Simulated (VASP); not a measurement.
# MgO2 (Pa-3) in VASP: further runs, part 2 of 2

VASP 6.6.1. The steps go on from the part before.

### Step 3. Single point, r2SCAN (9.70 Å³/atom)

This run uses another cell than the first one, of 9.70 Å³/atom.

The input, POSCAR:

```
MgO2
1.0
    4.8820395909      0.0000000000      0.0000000000
    0.0000000000      4.8820395909      0.0000000000
    0.0000000000      0.0000000000      4.8820395909
Mg O
4 8
Direct
    0.0000000000      0.5000000000      0.5000000000
    0.5000000000      0.5000000000      0.0000000000
    0.5000000000      0.0000000000      0.5000000000
    0.0000000000      0.0000000000      0.0000000000
    0.4116861256      0.0883138744      0.9116861256
    0.0883138744      0.9116861256      0.4116861256
    0.9116861256      0.4116861256      0.0883138744
    0.5883138744      0.5883138744      0.5883138744
    0.4116861256      0.4116861256      0.4116861256
    0.0883138744      0.5883138744      0.9116861256
    0.9116861256      0.0883138744      0.5883138744
    0.5883138744      0.9116861256      0.0883138744
```

The input, INCAR.step1:

```
PREC = Accurate ; ENCUT = 520
ISMEAR = 0 ; SIGMA = 0.02
LREAL = F ; LASPH = T
NELM = 100 ; NBANDS = 40
GGA = PE ; ALGO = Normal
EDIFF = 1E-4 ; LWAVE = T
LCHARG = F
```

The input, INCAR.step2:

```
PREC = Accurate ; ENCUT = 520
EDIFF = 1E-7 ; ISMEAR = 0
SIGMA = 0.02 ; LREAL = F
LASPH = T ; NELM = 100
ALGO = Normal ; ISIF = 2
LWAVE = F ; LCHARG = F
METAGGA = R2SCAN ; LMIXTAU = T
NBANDS = 40 ; ISTART = 1
```

The input, KPOINTS:

```
regular mesh
0
Gamma
  6 6 6
```

Potentials or basis: VASP PAW PBE potentials, release 64 (Mg, O).

Run with:

```bash
> cat potpaw_PBE.64/Mg/POTCAR potpaw_PBE.64/O/POTCAR > POTCAR
> cp INCAR.step1 INCAR
> mpirun -np 1 vasp_std > vasp.out
> cp INCAR.step2 INCAR
> mpirun -np 1 vasp_std > vasp.out
```

OUTCAR:

```text
PREC = Accurate
   ENCUT = 520
   EDIFF = 1E-7
   ISMEAR = 0
   LREAL = F
   LASPH = T
   NELM = 100
   ISIF = 2
   METAGGA = R2SCAN
   ISTART = 1

 ion  position               nearest neighbor table
   1  0.000  0.500  0.500-   7 2.10  10 2.10   8 2.10   9 2.10   6 2.10  11 2.10   2 3.45   3 3.45
                             4 3.45   2 3.45   4 3.45   3 3.45   4 3.45   4 3.45   2 3.45   3 3.45
   2  0.500  0.500  0.000-   8 2.10   9 2.10   5 2.10   7 2.10  10 2.10  12 2.10   1 3.45   3 3.45
                             4 3.45   1 3.45   3 3.45   3 3.45   4 3.45   3 3.45   1 3.45   4 3.45
   3  0.500  0.000  0.500-   5 2.10  12 2.10   8 2.10   9 2.10  11 2.10   6 2.10   1 3.45   2 3.45
                             4 3.45   2 3.45   4 3.45   1 3.45   2 3.45   2 3.45   1 3.45   4 3.45
   4  0.000  0.000  0.000-   6 2.10  11 2.10   7 2.10  10 2.10   5 2.10  12 2.10   1 3.45   2 3.45
                             3 3.45   1 3.45   3 3.45   1 3.45   2 3.45   1 3.45   2 3.45   3 3.45
   5  0.412  0.088  0.912-  12 1.49   3 2.10   4 2.10   2 2.10
   6  0.088  0.912  0.412-  11 1.49   4 2.10   1 2.10   3 2.10
   7  0.912  0.412  0.088-  10 1.49   1 2.10   4 2.10   2 2.10
   8  0.588  0.588  0.588-   9 1.49   2 2.10   3 2.10   1 2.10
   9  0.412  0.412  0.412-   8 1.49   2 2.10   3 2.10   1 2.10
  10  0.088  0.588  0.912-   7 1.49   1 2.10   4 2.10   2 2.10
  11  0.912  0.088  0.588-   6 1.49   4 2.10   1 2.10   3 2.10
  12  0.588  0.912  0.088-   5 1.49   3 2.10   4 2.10   2 2.10

  LATTYP: Found a simple cubic cell.
 ALAT       =     4.8820395909

  Lattice vectors:

 A1 = (   4.8820395909,   0.0000000000,   0.0000000000)
 A2 = (   0.0000000000,   4.8820395909,   0.0000000000)
 A3 = (   0.0000000000,   0.0000000000,   4.8820395909)

Analysis of symmetry for initial positions (statically):
=====================================================================
 Subroutine PRICEL returns:
 Original cell was already a primitive cell.

 Routine SETGRP: Setting up the symmetry group for a
 simple cubic supercell.

[... 169 lines left out ...]
   LRPA    =     F    only Hartree local field effects (RPA)
 non-spin polarized calculation
 Gauss-broadening in eV      SIGMA  =   0.02
  energy-cutoff  :      520.00
  volume of cell :      116.36
 maximum number of plane-waves:      3178
   NGX = 19   NGY = 19   NGZ = 19

 number of electron      56.0000044 magnetization

 Free energy of the ion-electron system (eV)
  ---------------------------------------------------
  ext. energy  EPLUGINS =         0.00000000
  ---------------------------------------------------
  free energy    TOTEN  =       -87.26592626 eV

  energy without entropy =      -87.26592626  energy(sigma->0) =      -87.26592626

 E-fermi :   2.4424     XC(G=0): -11.1863

 val. band max:        2.2794108238   @ k =   0.0000   0.0000   0.0000
 cond. band min:       6.8508709784   @ k =   0.3333   0.1667   0.1667
 fundamental gap:      4.5714601546
 Fermi energy:         2.4423960880

 k-point     1 :       0.0000    0.0000    0.0000
  band No.  band energies     occupation
      1     -19.7721      2.00000
      2     -19.0428      2.00000
      3     -19.0428      2.00000
      4     -19.0428      2.00000
      5     -13.2466      2.00000
      6     -13.2466      2.00000
[... 1021 lines left out ...]
     39      14.2826      0.00000
     40      14.2826      0.00000

------------------------ aborting loop because EDIFF is reached ----------------------------------------

  FORCE on cell =-STRESS in cart. coord.  units (eV):
  Direction    XX          YY          ZZ          XY          YZ          ZX
  --------------------------------------------------------------------------------------
  -------------------------------------------------------------------------------------
  Total       -3.0990841     -3.0990841     -3.0990841      0.0000000     -0.0000000      0.0000000
  in kB      -42.6717105    -42.6717105    -42.6717105      0.0000000     -0.0000000      0.0000000
  external PRESSURE =     -42.6717105 kB  Pullay stress =       0.0000000 kB

 VOLUME and BASIS-vectors are now :
 -----------------------------------------------------------------------------
  energy-cutoff  :      520.00
  volume of cell :      116.36
      direct lattice vectors                 reciprocal lattice vectors
     4.882039591  0.000000000  0.000000000     0.204832423  0.000000000  0.000000000
     0.000000000  4.882039591  0.000000000     0.000000000  0.204832423  0.000000000
     0.000000000  0.000000000  4.882039591     0.000000000  0.000000000  0.204832423

 POSITION                                       TOTAL-FORCE (eV/Angst)
 -----------------------------------------------------------------------------------
      0.00000      2.44102      2.44102         0.000000      0.000000      0.000000
      2.44102      2.44102      0.00000         0.000000      0.000000      0.000000
      2.44102      0.00000      2.44102         0.000000      0.000000      0.000000
      0.00000      0.00000      0.00000         0.000000      0.000000      0.000000
      2.00987      0.43115      4.45089        -0.153343      0.153343     -0.153343
      0.43115      4.45089      2.00987         0.153343     -0.153343     -0.153343
      4.45089      2.00987      0.43115        -0.153343     -0.153343      0.153343
      2.87217      2.87217      2.87217         0.153343      0.153343      0.153343
      2.00987      2.00987      2.00987        -0.153343     -0.153343     -0.153343
      0.43115      2.87217      4.45089         0.153343      0.153343     -0.153343
      4.45089      0.43115      2.87217        -0.153343      0.153343      0.153343
      2.87217      4.45089      0.43115         0.153343     -0.153343      0.153343
 -----------------------------------------------------------------------------------
    total drift:                               -0.000000      0.000000      0.000000

  FREE ENERGIE OF THE ION-ELECTRON SYSTEM (eV)
  ---------------------------------------------------
  free  energy   TOTEN  =       -87.2659262615 eV

  energy  without entropy=      -87.2659262615  energy(sigma->0) =      -87.26592626
```

OUTCAR.step1:

```text
PREC = Accurate
   ENCUT = 520
   ISMEAR = 0
   LREAL = F
[... 1295 lines left out ...]
      2.00987      2.00987      2.00987        -0.171777     -0.171777     -0.171777
      0.43115      2.87217      4.45089         0.171777      0.171777     -0.171777
      4.45089      0.43115      2.87217        -0.171777      0.171777      0.171777
      2.87217      4.45089      0.43115         0.171777     -0.171777      0.171777
 -----------------------------------------------------------------------------------
    total drift:                               -0.000000      0.000000      0.000000

  FREE ENERGIE OF THE ION-ELECTRON SYSTEM (eV)
  ---------------------------------------------------
  free  energy   TOTEN  =       -66.2710343931 eV

  energy  without entropy=      -66.2710343931  energy(sigma->0) =      -66.27103439
```

OSZICAR.step1:

```text
N       E                     dE             d eps       ncg     rms          rms(c)
DAV:   1     0.306929838886E+03    0.30693E+03   -0.29883E+04  1992   0.131E+03
DAV:   2    -0.511887441751E+02   -0.35812E+03   -0.34776E+03  2376   0.288E+02
DAV:   3    -0.713405318479E+02   -0.20152E+02   -0.20002E+02  2416   0.713E+01
DAV:   4    -0.714972215069E+02   -0.15669E+00   -0.15654E+00  2320   0.686E+00
DAV:   5    -0.714984019658E+02   -0.11805E-02   -0.11803E-02  2304   0.570E-01    0.169E+01
DAV:   6    -0.666634676927E+02    0.48349E+01   -0.11725E+01  2264   0.166E+01    0.738E+00
DAV:   7    -0.662872477488E+02    0.37622E+00   -0.94839E-01  2336   0.514E+00    0.343E+00
DAV:   8    -0.662672667510E+02    0.19981E-01   -0.17456E-01  2232   0.294E+00    0.427E-01
DAV:   9    -0.662709986895E+02   -0.37319E-02   -0.34792E-02  2272   0.929E-01    0.242E-01
DAV:  10    -0.662708493468E+02    0.14934E-03   -0.27286E-03  2264   0.272E-01    0.601E-02
DAV:  11    -0.662710442729E+02   -0.19493E-03   -0.25003E-04  1960   0.956E-02    0.272E-02
DAV:  12    -0.662710343931E+02    0.98798E-05   -0.51624E-05  1208   0.383E-02
   1 F= -.66271034E+02 E0= -.66271034E+02  d E =-.908880E-21
```

Wall time 4.2 min (1 thread of AMD EPYC 9R45 (Zen 5), shared host); peak memory 0.23 GiB.

Results:

```yaml
Free_energy: -87.2659 eV
Pressure: -4.3 GPa
Largest_force: 0.266 eV/Å
Band_gap_on_the_k_mesh: 4.57 eV (least direct gap 4.69 eV)
```

Forces in eV/Å, atoms in the order of the input:
```
Mg   0.000  0.000  0.000
Mg   0.000  0.000  0.000
Mg   0.000  0.000  0.000
Mg   0.000  0.000  0.000
O   -0.153  0.153 -0.153
O    0.153 -0.153 -0.153
O   -0.153 -0.153  0.153
O    0.153  0.153  0.153
O   -0.153 -0.153 -0.153
O    0.153  0.153 -0.153
O   -0.153  0.153  0.153
O    0.153 -0.153  0.153
```

Levels at points of the mesh, in eV from the valence-band top:
| k point | band 26 | band 27 | band 28 | band 29 | band 30 | band 31 |
| --- | --- | --- | --- | --- | --- | --- |
| (0.00, 0.00, 0.00) | -0.47 | 0.00 | 0.00 | 5.23 | 5.23 | 5.23 |
| (0.50, 0.00, 0.00) | -0.68 | -0.12 | -0.12 | 4.63 | 4.63 | 5.12 |
| (0.50, 0.50, 0.00) | -0.48 | -0.48 | -0.48 | 4.87 | 4.87 | 4.87 |
| (0.50, 0.50, 0.50) | -0.54 | -0.54 | -0.54 | 5.18 | 5.18 | 5.18 |

Caveat: the cell stands under tension; the PAW data sets were made with another functional, which shifts forces and pressure a little. A k mesh can miss the band edges.
